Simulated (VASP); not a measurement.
A run of VASP 6.6.1 is set up as follows.

INCAR

```
SYSTEM = Be
ALGO = Fast
EDIFF = 1E-6
EDIFFG = -0.05
ENCUT = 600
GGA = PE
IBRION = 2
ISIF = 3
ISMEAR = 0
LASPH = .True.
LCHARG = .False.
LREAL = .False.
LWAVE = .False.
NELM = 80
NSW = 80
PREC = Accurate
SIGMA = 0.1
```

The input KPOINTS:

```
k-points
0
Gamma
  9 9 6
  0 0 0
```

Contents of POSCAR:

```
Be
1.0
    2.4921102413      0.0000000000      0.0000000000
   -1.2460551206      2.1582307780      0.0000000000
    0.0000000000      0.0000000000      3.9938522362
Be
2
Direct
    0.3333333333      0.6666666667      0.2500000000
    0.6666666667      0.3333333333      0.7500000000
```

Potentials or basis: VASP PAW PBE potentials, release 64 (Be).

The run is started by

```sh
$ cat potpaw_PBE.64/Be/POTCAR > POTCAR
$ mpirun -np 1 vasp_std > vasp.out
```

(1) Estimate the relaxed cell.

(2) Predict the band gap on the k mesh.

(3) What does it give for the relaxed volume?

Answers

(1) a = 2.273 Å, b = 2.273 Å, c = 3.540 Å, α = 90.00°, β = 90.00°, γ = 120.00°.

(2) zero (bands 2 and 3 overlap by 2.25 eV).

(3) 7.92 Å³/atom.

Caveat: the volume moved by over 15 % at a fixed basis, so the end points are rough.
